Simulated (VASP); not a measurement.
# Si (a cell with a defect) in VASP: single point with r2SCAN

Aim: the single point of Si (a cell with a defect) with r2SCAN.

Program: VASP 6.6.1. These are calculated values, not measurements. Logs are shortened: lines on timing, memory, paths and dates and some standing lists are left out, and cuts for length are marked.

### 1 The cell of the first run

The cell holds a defect, 63 atoms: a = 10.862 Å, b = 10.862 Å, c = 10.862 Å, α = 90.00°, β = 90.00°, γ = 90.00°.

### 2 Single point, r2SCAN

Contents of POSCAR:

```
Si
1.0
   10.8620000000      0.0000000000      0.0000000000
    0.0000000000     10.8620000000      0.0000000000
    0.0000000000      0.0000000000     10.8620000000
Si
63
Direct
    0.0001897137      0.0000590905      0.0000800546
    0.0001712737      0.0000380721      0.5000805818
    0.0001562275      0.5000360535      0.0000747104
    0.0001631261      0.5000246143      0.5000428760
    0.5001733073      0.0000159755      0.0000518897
    0.5001836785     -0.0000210624      0.5000737857
    0.5001797067      0.5000305976      0.0000399957
   -0.0000033715      0.2503907282      0.2504222335
    0.0003650901      0.2503701653      0.7497290837
    0.0003781564      0.7496962794      0.2504094785
   -0.0000411550      0.7496858882      0.7497341875
    0.5002910677      0.2533304942      0.2533515924
    0.5001111954      0.2532904326      0.7468033804
    0.5000703485      0.7467537690      0.2533451950
    0.5002873965      0.7466746522      0.7467217834
    0.2505360833     -0.0001727148      0.2504208899
    0.2505049115      0.0002187188      0.7497160045
    0.2534872943      0.5001395489      0.2533651986
    0.2534138916      0.4999558466      0.7468313477
    0.7498421942      0.0002287934      0.2503982794
    0.7498377297     -0.0001824665      0.7497073827
    0.7469476717      0.4999301146      0.2532982861
    0.7468132631      0.5001566963      0.7466876488
    0.2505382315      0.2503776161     -0.0001417550
    0.2535278292      0.2533713205      0.5001725399
    0.2505126909      0.7496964665      0.0002774744
    0.2534881855      0.7467119861      0.4999448586
    0.7498342010      0.2503658355      0.0002480142
    0.7468761857      0.2533342903      0.4999390000
    0.7498323638      0.7496826803     -0.0001509888
    0.7467920015      0.7466414135      0.5002074272
    0.1252657594      0.1251146554      0.1251368238
    0.1263436626      0.1262080797      0.6250527701
    0.1263339555      0.6250225514      0.1262228085
    0.1255855813      0.6248702376      0.6248900123
    0.6251698596      0.1261833295      0.1262047788
    0.6250250789      0.1254422809      0.6248866636
    0.6250218924      0.6248838645      0.1254788143
    0.6172616030      0.6171245750      0.6172096406
    0.1256276498      0.3751950471      0.3752266926
    0.1262970574      0.3750143713      0.8739398123
    0.1263300887      0.8738881943      0.3750681218
    0.1252251814      0.8749677811      0.8750039285
    0.6175891254      0.3827057498      0.3826263034
    0.6250451515      0.3751945275      0.8746235180
    0.6250484134      0.8745775723      0.3752161435
    0.6251716186      0.8738460432      0.8738721030
    0.3753645979      0.1254557371      0.3752412381
    0.3751697722      0.1261623294      0.8739029132
    0.3828843338      0.6173701470      0.3827008400
    0.3753212636      0.6248929169      0.8746502624
    0.8740269812      0.1261893961      0.3750560725
    0.8750988953      0.1250757093      0.8749882457
    0.8747381608      0.6249049402      0.3752174985
    0.8739839389      0.6250038119      0.8738780724
    0.3753495454      0.3751949066      0.1254915935
    0.3827976116      0.3826821348      0.6175924064
    0.3751878770      0.8738781914      0.1262176437
    0.3753152232      0.8745678620      0.6249275126
    0.8740493179      0.3750088422      0.1261931148
    0.8747335081      0.3751808333      0.6249118630
    0.8751186572      0.8749681881      0.1251103294
    0.8739872124      0.8738325113      0.6250394832
```

Contents of INCAR.step1:

```
SYSTEM = Si
ALGO = Normal ; EDIFF = 1E-4
ENCUT = 520 ; GGA = PE
ISMEAR = 0 ; ISYM = 0
LASPH = .True. ; LCHARG = .False.
LREAL = Auto ; LUSENCCL = .False.
LWAVE = .True. ; NBANDS = 163
NELM = 80 ; PREC = Accurate
SIGMA = 0.01
```

Contents of INCAR.step2:

```
SYSTEM = Si
ALGO = Normal ; EDIFF = 1E-6
ENCUT = 520 ; ISIF = 2
ISMEAR = 0 ; ISTART = 1
ISYM = 0 ; LASPH = .True.
LCHARG = .False. ; LMIXTAU = .True.
LREAL = Auto ; LUSENCCL = .False.
LWAVE = .False. ; METAGGA = R2SCAN
NBANDS = 163 ; NELM = 80
PREC = Accurate ; SIGMA = 0.01
```

Contents of KPOINTS:

```
Automatic mesh
0
Gamma
  2 2 2
  0.5 0.5 0.5
```

Potentials or basis: VASP PAW PBE potentials, release 64 (Si).

Run with:

```console
$ cat potpaw_PBE.64/Si/POTCAR > POTCAR
$ cp INCAR.step1 INCAR
$ mpirun -np 1 vasp_std > vasp.out
$ cp INCAR.step2 INCAR
$ mpirun -np 1 vasp_std > vasp.out
```

OUTCAR:

```text
SYSTEM = Si
   EDIFF = 1E-6
   ENCUT = 520
   ISIF = 2
   ISMEAR = 0
   ISTART = 1
   ISYM = 0
   LASPH = .True.
   LREAL = Auto
   METAGGA = R2SCAN
   NELM = 80
   PREC = Accurate

 ion  position               nearest neighbor table
   1  0.000  0.000  0.000-  32 2.35  62 2.35  53 2.35  43 2.35
   2  0.000  0.000  0.500-  33 2.37  52 2.37  42 2.37  63 2.37
   3  0.000  0.500  0.000-  60 2.37  41 2.37  34 2.37  55 2.37
   4  0.000  0.500  0.500-  40 2.35  35 2.35  54 2.35  61 2.35
   5  0.500  0.000  0.000-  58 2.37  49 2.37  36 2.37  47 2.37
   6  0.500  1.000  0.500-  37 2.35  46 2.35  48 2.35  59 2.35
[... 43 lines left out ...]
  50  0.383  0.617  0.383-  14 2.36  18 2.36  27 2.36
  51  0.375  0.625  0.875-  19 2.35  15 2.35   7 2.35  26 2.35
  52  0.874  0.126  0.375-  20 2.35   8 2.35   2 2.37  29 2.38
  53  0.875  0.125  0.875-   1 2.35  21 2.36  28 2.36   9 2.36
  54  0.875  0.625  0.375-  31 2.35  22 2.35   4 2.35  10 2.35
  55  0.874  0.625  0.874-  11 2.35  30 2.35   3 2.37  23 2.38
  56  0.375  0.375  0.125-  12 2.35  18 2.35   7 2.35  24 2.35
  57  0.383  0.383  0.618-  19 2.36  13 2.36  25 2.36
  58  0.375  0.874  0.126-  26 2.35  16 2.35   5 2.37  14 2.38
  59  0.375  0.875  0.625-  15 2.35  27 2.35   6 2.35  17 2.35
  60  0.874  0.375  0.126-   8 2.35  28 2.35   3 2.37  22 2.38
  61  0.875  0.375  0.625-  23 2.35  29 2.35   4 2.35   9 2.35
  62  0.875  0.875  0.125-   1 2.35  20 2.36  10 2.36  30 2.36
  63  0.874  0.874  0.625-  21 2.35  11 2.35   2 2.37  31 2.38

IMPORTANT INFORMATION: All symmetrisations will be switched off!
NOSYMM: (Re-)initialisation of all symmetry stuff for point group C_1.

----------------------------------------------------------------------------------------

                                     Primitive cell

  volume of cell :    1281.5318

  direct lattice vectors                    reciprocal lattice vectors
    10.862000000  0.000000000  0.000000000     0.092064077  0.000000000  0.000000000
     0.000000000 10.862000000  0.000000000     0.000000000  0.092064077  0.000000000
     0.000000000  0.000000000 10.862000000     0.000000000  0.000000000  0.092064077

  length of vectors
    10.862000000 10.862000000 10.862000000     0.092064077  0.092064077  0.092064077

  position of ions in fractional coordinates (direct lattice)
     0.000189714  0.000059091  0.000080055
     0.000171274  0.000038072  0.500080582
     0.000156227  0.500036053  0.000074710
     0.000163126  0.500024614  0.500042876
     0.500173307  0.000015975  0.000051890
     0.500183679  0.999978938  0.500073786
[... 55 lines left out ...]
     0.875118657  0.874968188  0.125110329
     0.873987212  0.873832511  0.625039483

  ion indices of the primitive-cell ions
   primitive index   ion index
[... 123 lines left out ...]
   TEBEG  =    0.0;   TEEND  =   0.0 temperature during run
   PSTRESS=    0.0 pullay stress
   NELECT =     252.0000    total number of electrons
   NUPDOWN=      -1.0000    fix difference up-down
   EMIN   =  10.00;   EMAX   =-10.00  energy-range for DOS
   EFERMI =   0.00;   METHOD = LEGACY
   ISMEAR =     0;   SIGMA  =   0.01  broadening in eV -4-tet -1-fermi 0-gaus
   EFERMI_NEDOS =   21; number of points for ismear=-14 and -15
   IALGO  =     38    algorithm
   IMIX   =      4    mixing-type and parameters
     AMIX     =   0.40;   BMIX     =  1.00
     AMIX_MAG =   1.60;   BMIX_MAG =  1.00
  volume/ion in A,a.u.               =      20.34       137.27
  Fermi-wavevector in a.u.,A,eV,Ry     =   0.951989  1.798998 12.330727  0.906283
  Thomas-Fermi vector in A             =   2.080510
   LORBIT       =      0    0 simple, 1 ext, 2 COOP (PROOUT), +10 PAW based schemes
   METAGGA = R2SCAN    functional components
   LHFCALC =     F    Hartree Fock is set to
   AEXX    =    0.0000 exact exchange contribution
   IVDW    =     0    specifies the selected vdW correction
   LEPSILON=     F    determine dielectric tensor
   LRPA    =     F    only Hartree local field effects (RPA)
 non-spin polarized calculation
 Gauss-broadening in eV      SIGMA  =   0.01
  energy-cutoff  :      520.00
  volume of cell :     1281.53
 maximum number of plane-waves:     34484
 NGX is ok and might be reduce to    84
   NGX = 41   NGY = 41   NGZ = 41

 number of electron     251.9999983 magnetization

 Free energy of the ion-electron system (eV)
  ---------------------------------------------------
  ext. energy  EPLUGINS =         0.00000000
  ---------------------------------------------------
  free energy    TOTEN  =      -548.88142477 eV

  energy without entropy =     -548.88142477  energy(sigma->0) =     -548.88142477

 E-fermi :   5.6533     XC(G=0):  -9.8037

 val. band max:        5.5653501235   @ k =  -0.2500  -0.2500   0.2500
 cond. band min:       6.1212244247   @ k =   0.2500   0.2500   0.2500
 fundamental gap:      0.5558743012
 Fermi energy:         5.6533145627

 k-point     1 :       0.2500    0.2500    0.2500
  band No.  band energies     occupation
      1      -6.6752      2.00000
      2      -6.1330      2.00000
      3      -6.1329      2.00000
      4      -6.0623      2.00000
      5      -5.5994      2.00000
      6      -5.5993      2.00000
[... 553 lines left out ...]
    137       7.7426      0.00000
    138       7.7726      0.00000
 [bands above 138 left out]

------------------------ aborting loop because EDIFF is reached ----------------------------------------

  FORCE on cell =-STRESS in cart. coord.  units (eV):
  Direction    XX          YY          ZZ          XY          YZ          ZX
  --------------------------------------------------------------------------------------
  -------------------------------------------------------------------------------------
  Total       -3.6319422     -3.6258208     -3.5938895     -0.0138438     -0.0262642     -0.0296461
  in kB       -4.5406718     -4.5330189     -4.4930982     -0.0173076     -0.0328356     -0.0370636
  external PRESSURE =      -4.5222630 kB  Pullay stress =       0.0000000 kB

 VOLUME and BASIS-vectors are now :
 -----------------------------------------------------------------------------
  energy-cutoff  :      520.00
  volume of cell :     1281.53
      direct lattice vectors                 reciprocal lattice vectors
    10.862000000  0.000000000  0.000000000     0.092064077  0.000000000  0.000000000
     0.000000000 10.862000000  0.000000000     0.000000000  0.092064077  0.000000000
     0.000000000  0.000000000 10.862000000     0.000000000  0.000000000  0.092064077

 POSITION                                       TOTAL-FORCE (eV/Angst)
 -----------------------------------------------------------------------------------
      0.00206      0.00064      0.00087         0.004616      0.000699      0.000831
      0.00186      0.00041      5.43188         0.004400     -0.000057      0.001228
      0.00170      5.43139      0.00081         0.005714      0.001912      0.000125
      0.00177      5.43127      5.43147         0.005498      0.001186      0.002484
      5.43288      0.00017      0.00056         0.007022      0.000066     -0.000134
      5.43300     10.86177      5.43180         0.005114      0.000446      0.001993
[... 55 lines left out ...]
      9.50554      9.50390      1.35895        -0.000719      0.001013     -0.001582
      9.49325      9.49157      6.78918        -0.000696     -0.001179      0.003694
 -----------------------------------------------------------------------------------
    total drift:                                0.035247     -0.001064      0.008712

  FREE ENERGIE OF THE ION-ELECTRON SYSTEM (eV)
  ---------------------------------------------------
  free  energy   TOTEN  =      -548.8814247730 eV

  energy  without entropy=     -548.8814247730  energy(sigma->0) =     -548.88142477
```

It took 3.6 min on 1 × NVIDIA H100 80GB with 1 thread of AMD EPYC 7R13 (Zen 3), shared host; peak memory 2.1 GiB.

What came out:

* Free energy: -548.8814 eV
* Pressure: -0.5 GPa
* Largest force: 0.026 eV/Å
* Band gap on the k mesh: 0.56 eV

Forces in eV/Å, atoms in the order of the input:
```
Si   0.005  0.001  0.001
Si   0.004  0.000  0.001
Si   0.006  0.002  0.000
Si   0.005  0.001  0.002
Si   0.007  0.000  0.000
Si   0.005  0.000  0.002
Si   0.006  0.001  0.003
Si   0.000  0.001  0.003
Si   0.002  0.003 -0.004
Si   0.002 -0.001  0.002
Si  -0.001 -0.006 -0.006
Si  -0.006  0.000  0.000
Si   0.002  0.000 -0.001
Si   0.006 -0.002  0.000
Si  -0.005 -0.001  0.000
Si   0.003  0.001  0.002
Si   0.003  0.002 -0.003
Si   0.000 -0.006 -0.001
Si  -0.001  0.004 -0.002
Si  -0.003  0.002  0.005
Si  -0.005 -0.004 -0.006
Si  -0.004  0.007  0.001
Si   0.000 -0.007  0.001
Si   0.004  0.002  0.000
Si  -0.002 -0.001 -0.004
Si   0.002 -0.002  0.001
Si  -0.002 -0.001  0.005
Si  -0.003  0.005  0.003
Si  -0.002  0.000  0.005
Si  -0.003 -0.005 -0.003
Si  -0.001  0.000 -0.007
Si  -0.004 -0.003 -0.001
Si   0.000  0.000  0.002
Si  -0.001  0.003  0.001
Si  -0.004  0.001  0.001
Si   0.003 -0.001  0.000
Si  -0.001 -0.004  0.000
Si  -0.001 -0.001 -0.005
Si   0.015  0.015  0.014
Si  -0.003  0.001  0.000
Si   0.001  0.000  0.000
Si   0.001 -0.001 -0.001
Si  -0.003  0.002  0.002
Si   0.013 -0.013 -0.012
Si  -0.002 -0.001  0.004
Si  -0.003  0.005 -0.001
Si   0.002  0.000  0.000
Si  -0.002 -0.002 -0.002
Si  -0.001  0.001  0.000
Si  -0.013  0.014 -0.012
Si  -0.003  0.001  0.003
Si  -0.001  0.001 -0.001
Si   0.001 -0.001  0.002
Si   0.002 -0.002 -0.001
Si  -0.001  0.003 -0.002
Si  -0.002 -0.001 -0.003
Si  -0.013 -0.013  0.010
Si  -0.004  0.000  0.000
Si  -0.001  0.004 -0.002
Si  -0.001 -0.003  0.002
Si   0.003  0.000 -0.001
Si  -0.001  0.001 -0.002
Si  -0.001 -0.001  0.004
```

Caveat: the PAW data sets were made with another functional, which shifts forces and pressure a little.
